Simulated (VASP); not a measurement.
# Co (P6_3/mmc) in VASP: vibrations by perturbation theory with PBE

Aim: the vibrations by perturbation theory of Co with PBE.

All numbers are computed with VASP 6.6.1; they aren't measurements. Logs are shortened: lines on timing, memory, paths and dates and some standing lists are left out, and cuts for length are marked.

## 1. The cell of the first run

It takes space group P6_3/mmc (No. 194, hexagonal). Conventional cell: a = 2.507 Å, b = 2.507 Å, c = 4.069 Å, α = 90.00°, β = 90.00°, γ = 120.00°. Co (site symmetry -6m2) has 12 Co at 2.50 to 2.51 Å within 3.3 Å.

## 2. Vibrations by perturbation theory, PBE, collinear spin, ferromagnetic start

INCAR

```
SYSTEM = Co
ALGO = Normal ; EDIFF = 1E-8
ENCUT = 520 ; GGA = PE
IBRION = 8 ; ISIF = 2
ISMEAR = 1 ; ISPIN = 2
LASPH = .TRUE. ; LCHARG = .FALSE.
LMAXMIX = 4 ; LORBIT = 11
LREAL = .FALSE. ; LWAVE = .FALSE.
MAGMOM = 1.7 1.7 ; NELM = 150
NSW = 1 ; PREC = Accurate
SIGMA = 0.2
```

KPOINTS

```
k-points
0
G
  12 12 8
  0 0 0
```

POSCAR

```
Co
1.0
    2.5070000000      0.0000000000      0.0000000000
   -1.2535000000      2.1711256873      0.0000000000
    0.0000000000      0.0000000000      4.0690000000
Co
2
Direct
    0.3333333333      0.6666666667      0.2500000000
    0.6666666667      0.3333333333      0.7500000000
```

Potentials or basis: VASP PAW PBE potentials, release 64 (Co).

The run is started by

```sh
cat potpaw_PBE.64/Co/POTCAR > POTCAR
mpirun -np 1 vasp_std > vasp.out
```

OUTCAR:

```text
SYSTEM = Co
   EDIFF = 1E-8
   ENCUT = 520
   GGA = PE
   IBRION = 8
   ISIF = 2
   ISMEAR = 1
   ISPIN = 2
   LASPH = .TRUE.
   LORBIT = 11
   LREAL = .FALSE.
   NELM = 150
   NSW = 1
   PREC = Accurate

 ion  position               nearest neighbor table
   1  0.333  0.667  0.250-   2 2.50   2 2.50   2 2.50   2 2.50   2 2.50   2 2.50
   2  0.667  0.333  0.750-   1 2.50   1 2.50   1 2.50   1 2.50   1 2.50   1 2.50

  LATTYP: Found a hexagonal cell.
 ALAT       =     2.5070000000
 C/A-ratio  =     1.6230554448

  Lattice vectors:

 A1 = (   2.5070000000,   0.0000000000,   0.0000000000)
 A2 = (  -1.2535000000,   2.1711256873,   0.0000000000)
 A3 = (   0.0000000000,   0.0000000000,   4.0690000000)

Analysis of symmetry for initial positions (statically):
=====================================================================
 Subroutine PRICEL returns:
 Original cell was already a primitive cell.

 Routine SETGRP: Setting up the symmetry group for a
 hexagonal supercell.

 Subroutine GETGRP returns: Found 24 space group operations
 (whereof 12 operations were pure point group operations)
 out of a pool of 24 trial point group operations.

The static configuration has the point symmetry D_3d.
 The point group associated with its full space group is D_6h.

Analysis of symmetry for dynamics (positions and initial velocities):
=====================================================================
 Subroutine PRICEL returns:
 Original cell was already a primitive cell.

 Routine SETGRP: Setting up the symmetry group for a
 hexagonal supercell.

 Subroutine GETGRP returns: Found 24 space group operations
 (whereof 12 operations were pure point group operations)
 out of a pool of 24 trial point group operations.

The dynamic configuration has the point symmetry D_3d.
 The point group associated with its full space group is D_6h.

Analysis of structural, dynamic, and magnetic symmetry:
=====================================================================
 Subroutine PRICEL returns:
 Original cell was already a primitive cell.

 Routine SETGRP: Setting up the symmetry group for a
 hexagonal supercell.

 Subroutine GETGRP returns: Found 24 space group operations
 (whereof 12 operations were pure point group operations)
 out of a pool of 24 trial point group operations.

The overall configuration has the point symmetry D_3d.
 The point group associated with its full space group is D_6h.

 Subroutine INISYM returns: Found 24 space group operations
 (whereof 12 operations are pure point group operations),
 and found     1 'primitive' translations

----------------------------------------------------------------------------------------

                                     Primitive cell

  volume of cell :      22.1476

  direct lattice vectors                    reciprocal lattice vectors
     2.507000000  0.000000000  0.000000000     0.398883127  0.230295281  0.000000000
    -1.253500000  2.171125687  0.000000000     0.000000000  0.460590562  0.000000000
     0.000000000  0.000000000  4.069000000     0.000000000  0.000000000  0.245760629

  length of vectors
     2.507000000  2.507000000  4.069000000     0.460590562  0.460590562  0.245760629

  position of ions in fractional coordinates (direct lattice)
     0.333333333  0.666666667  0.250000000
     0.666666667  0.333333333  0.750000000

  ion indices of the primitive-cell ions
   primitive index   ion index
                 1           1
                 2           2

----------------------------------------------------------------------------------------

 KPOINTS: k-points

Automatic generation of k-mesh.
 Grid dimensions read from file:
 generate k-points for:   12   12    8

 Generating k-lattice:

  Cartesian coordinates                     Fractional coordinates (reciprocal lattice)
     0.033240261  0.019191273  0.000000000     0.083333333  0.000000000  0.000000000
     0.000000000  0.038382547  0.000000000     0.000000000  0.083333333  0.000000000
     0.000000000  0.000000000  0.030720079     0.000000000  0.000000000  0.125000000

  Length of vectors
     0.038382547  0.038382547  0.030720079

  Shift w.r.t. Gamma in fractional coordinates (k-lattice)
     0.000000000  0.000000000  0.000000000

 Subroutine IBZKPT returns following result:
 ===========================================

 Found     95 irreducible k-points:

 Following reciprocal coordinates:
            Coordinates               Weight
  0.000000  0.000000  0.000000      1.000000
  0.083333  0.000000  0.000000      6.000000
  0.166667 -0.000000  0.000000      6.000000
  0.250000  0.000000  0.000000      6.000000
  0.333333  0.000000  0.000000      6.000000
[... 69 lines left out ...]
 spin polarized calculation
 Methfessel and Paxton  Order N= 1 SIGMA  =   0.20
  energy-cutoff  :      520.00
  volume of cell :       22.15
 maximum number of plane-waves:       609
 NGX is ok and might be reduce to    20
   NGX =  9   NGY =  9   NGZ = 15

--------------------------------------- Ionic step        1  -------------------------------------------

 number of electron      18.0000002 magnetization       3.3091737

 Free energy of the ion-electron system (eV)
  ---------------------------------------------------
  ext. energy  EPLUGINS =         0.00000000
  ---------------------------------------------------
  free energy    TOTEN  =       -14.05754057 eV

  energy without entropy =      -14.05892865  energy(sigma->0) =      -14.05800326

 E-fermi :   9.9506     XC(G=0): -13.2852

 val. band max:        9.9479635514   @ k =   0.4167   0.0000   0.1250
 cond. band min:       9.9560581053   @ k =   0.3333   0.0000   0.5000
 fundamental gap:      0.0080945539
 Fermi energy:         9.9506216923

 spin component 1

 k-point     1 :       0.0000    0.0000    0.0000
  band No.  band energies     occupation
      1       1.1764      1.00000
      2       4.9136      1.00000
      3       7.3427      1.00000
      4       7.3847      1.00000
      5       7.3847      1.00000
      6       7.6807      1.00000
      7       7.6807      1.00000
      8       8.0248      1.00000
      9       8.0248      1.00000
     10       9.0747      1.00000
     11       9.0747      1.00000
     12       9.8644      0.82995
     13      16.0726      0.00000
     14      31.8155      0.00000
[... 403 lines left out ...]
      4       6.7614      1.00000
      5       7.4389      1.00000
      6       7.4558      1.00000
      7       7.8416      1.00000
      8       8.7460      1.00000
      9       8.8124      1.00000
     10       8.8820      1.00000
     11       9.2277      1.00000
     12      14.4149      0.00000
     13      18.3832      0.00000
     14      19.8650      0.00000
     15      25.4582      0.00000

 [... further k-points ...]

 spin component 2

 k-point     1 :       0.0000    0.0000    0.0000
  band No.  band energies     occupation
      1       1.1771      1.00000
      2       5.8837      1.00000
      3       9.0112      1.00000
      4       9.0665      1.00000
      5       9.0665      1.00000
      6       9.4159      1.00052
      7       9.4159      1.00052
      8       9.7985      0.97924
      9       9.8371      0.90493
     10       9.8371      0.90493
     11      11.0041     -0.00000
     12      11.0041     -0.00000
     13      17.1101      0.00000
     14      31.5336      0.00000
[... 416 lines left out ...]
 [... further k-points ...]
[... 5 lines left out ...]
  --------------------------------------------------------------------------------------
  -------------------------------------------------------------------------------------
  Total       -0.4821591     -0.4821591     -0.7412082      0.0000000     -0.0000000      0.0000000
  in kB      -34.8797960    -34.8797960    -53.6196302      0.0000000     -0.0000000      0.0000000
  external PRESSURE =     -41.1264074 kB  Pullay stress =       0.0000000 kB

 VOLUME and BASIS-vectors are now :
 -----------------------------------------------------------------------------
  energy-cutoff  :      520.00
  volume of cell :       22.15
      direct lattice vectors                 reciprocal lattice vectors
     2.507000000  0.000000000  0.000000000     0.398883127  0.230295281  0.000000000
    -1.253500000  2.171125687  0.000000000     0.000000000  0.460590562  0.000000000
     0.000000000  0.000000000  4.069000000     0.000000000  0.000000000  0.245760629

 POSITION                                       TOTAL-FORCE (eV/Angst)
 -----------------------------------------------------------------------------------
     -0.00000      1.44742      1.01725         0.000000      0.000000      0.000000
      1.25350      0.72371      3.05175        -0.000000      0.000000     -0.000000
 -----------------------------------------------------------------------------------
    total drift:                               -0.000000      0.000000     -0.000000

  FREE ENERGIE OF THE ION-ELECTRON SYSTEM (eV)
  ---------------------------------------------------
  free  energy   TOTEN  =       -14.0575405712 eV

  energy  without entropy=      -14.0589286494  energy(sigma->0) =      -14.05800326

[... ionic steps 2 to 3 ...]

--------------------------------------- Ionic step        4  -------------------------------------------

------------------------ aborting loop because EDIFF is reached ----------------------------------------

[... ionic steps 5 to 5 ...]

--------------------------------------- Ionic step        6  -------------------------------------------

 Free energy of the ion-electron system (eV)
  ---------------------------------------------------
  ---------------------------------------------------
  free energy    TOTEN  =        -0.17672850 eV

  energy without entropy =       -0.17672851

------------------------ aborting loop because EDIFF is reached ----------------------------------------

 INTERNAL STRAIN TENSOR  FOR ION    1  DIRECTION 3   (eV/Angst):
 -----------------------------------------------------------------------------
    -0.03230  0.00000  0.00000
     0.00000 -0.03230  0.00000
     0.00000  0.00000  0.07057

 INTERNAL STRAIN TENSOR FOR ION    2 for displacements in x,y,z  (eV/Angst):
          X           Y           Z          XY          YZ          ZX
  --------------------------------------------------------------------------------
  x     0.00000     0.00000     0.00000     2.46289     0.00000     0.00000
  y     2.46289    -2.46289     0.00000     0.00000     0.00000     0.00000
  z    -0.00000     0.00000     0.00000     0.00000     0.00000     0.00000

 SECOND DERIVATIVES (NOT SYMMETRIZED)
 ------------------------------------
               1X          1Y          1Z          2X          2Y          2Z
  1X    -2.106500    0.000000    0.000000    2.106500    0.000000    0.000000
  1Y    -0.000000   -2.106500    0.000000    0.000000    2.106500    0.000000
  1Z     0.000000    0.000000   -4.109766   -0.000000    0.000000    4.109766
  2X     2.106500    0.000000    0.000000   -2.106500    0.000000    0.000000
  2Y     0.000000    2.106500    0.000000   -0.000000   -2.106500    0.000000
  2Z    -0.000000    0.000000    4.109766    0.000000    0.000000   -4.109766

 Eigenvectors and eigenvalues of the dynamical matrix
 ----------------------------------------------------

   1 f  =    5.838415 THz    36.683845 2PiTHz  194.748569 cm-1    24.145734 meV
             X         Y         Z           dx          dy          dz
     -0.000000  1.447417  1.017250    -0.000000    0.000000    0.707107
      1.253500  0.723709  3.051750     0.000000    0.000000   -0.707107
[... 21 lines left out ...]
   6 f  =    0.000000 THz     0.000000 2PiTHz    0.000001 cm-1     0.000000 meV
             X         Y         Z           dx          dy          dz
     -0.000000  1.447417  1.017250     0.699023   -0.091959    0.053947
      1.253500  0.723709  3.051750     0.699023   -0.091959    0.053947

--------------------------------------------------------------------------------------------------------

 ELASTIC MODULI CONTR FROM IONIC RELAXATION (kBar)
 Direction    XX          YY          ZZ          XY          YZ          ZX
 --------------------------------------------------------------------------------
 XX        -208.3111    208.3111     -0.0000     -0.0000      0.0000      0.0000
 YY         208.3111   -208.3111      0.0000      0.0000      0.0000      0.0000
 ZZ          -0.0000      0.0000     -0.0000     -0.0000      0.0000      0.0000
 XY          -0.0000      0.0000     -0.0000   -208.3111      0.0000      0.0000
 YZ           0.0000      0.0000      0.0000      0.0000      0.0000      0.0000
 ZX           0.0000      0.0000      0.0000      0.0000      0.0000      0.0000
 --------------------------------------------------------------------------------

 total charge

# of ion       s       p       d       tot
------------------------------------------
    1        0.481   0.506   7.246   8.233
    2        0.481   0.506   7.246   8.233
--------------------------------------------------
tot          0.962   1.012  14.491  16.465

 magnetization (x)

# of ion       s       p       d       tot
------------------------------------------
    1       -0.013  -0.052   1.742   1.677
    2       -0.013  -0.052   1.742   1.677
--------------------------------------------------
tot         -0.027  -0.103   3.484   3.354
```

Run time: 8.5 min. Hardware: 1 thread of Intel Xeon Platinum 8488C (Sapphire Rapids), shared host; peak memory 0.51 GiB.

What came out:

| Property | Result |
| --- | --- |
| Net moment | 3.31 μB per cell |
| Site moments | Co +1.68 μB |
| Valence electrons inside the program's atomic spheres | Co 8.23 |
| Highest phonon frequency at Γ | 195 cm⁻¹ |

Phonon frequencies in cm⁻¹ (negative: imaginary):
```
              q point        frequencies
(0.000, 0.000, 0.000)  0 0 0 139 139 195
```

Caveat: the cell stands under pressure or tension, which shifts response properties.
